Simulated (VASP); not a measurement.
Crystal: AlFe3.

```
Al Fe
1.0
     3.63929    0.00000    0.00000
     0.00000    3.63929    0.00000
     0.00000    0.00000    3.63929
Al Fe
1 3
Cartesian
  0.0000 0.0000 0.0000
  0.0000 1.8196 1.8196
  1.8196 0.0000 1.8196
  1.8196 1.8196 0.0000
```

Base run:

* Program: VASP 6.6.1
* Functional: PBEsol
* Potentials or basis: VASP PAW PBE potentials, release 64 (Al, Fe)
* Cutoff: 520 eV
* k mesh: 6 × 6 × 6
* Occupations: fermi-dirac, width 0.1 eV
* Spin: collinear spin, ferromagnetic start
* Starting moments: [0.0, 4.5, 4.5, 4.5] μB

Its results: pressure -5.9 GPa; net moment 6.75 μB per cell; site moments Al -0.08; Fe +2.28 μB.

Q: The run is repeated on the same cell with these changes: k mesh from 6 × 6 × 6 to 2 × 2 × 2. What comes out?

A: Pressure -3.8 GPa; net moment 6.96 μB per cell; site moments Al -0.06; Fe +2.32 μB.

Caveats: some runs use coarse meshes; the PAW data sets were made with another functional, which shifts forces and pressure a little.
